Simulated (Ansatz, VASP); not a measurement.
**In: VASP beside Ansatz**

```xyz
1
Lattice="-1.8825 1.8825 1.8825 1.8825 -1.8825 1.8825 1.8825 1.8825 -1.8825" Properties=species:S:1:pos:R:3 pbc="T T T"
In    0.0000    0.0000    0.0000
```

Alike in both runs: task relaxation of cell and atoms; functional revPBE; k mesh 10 × 10 × 10; occupations fermi-dirac, width 0.05 eV; no spin polarisation.

|  | VASP | Ansatz |
| --- | --- | --- |
| version | VASP 6.6.1 | Ansatz 0.2.0 |
| potentials or method | VASP PAW PBE potentials, release 64 (In_d) | Ansatz PAW |
| plane-wave cutoff (eV) | 600 | 420 |
| valence electrons in the cell | 13 | 13 |

Ansatz gave:

```
gap on the k mesh at the Fermi level, each at its own relaxed structure (eV) : none
relaxed volume (Å³/atom)                                                     : 28.76
relaxed cell length with the largest relative difference (Å)                 : 3.343
```

Question: Estimate VASP's values.

Answer: gap on the k mesh at the Fermi level, each at its own relaxed structure (eV): none; relaxed volume (Å³/atom): 28.75; relaxed cell length with the largest relative difference (Å): 3.342.

VASP's potentials were made for PBE, not for revPBE. A gap of «none» marks a metal or a gap that the smearing closes.

Noted on Ansatz's run: the plane-wave basis is chosen anew once the cell has moved, so the energies of steps on either side of that aren't comparable.
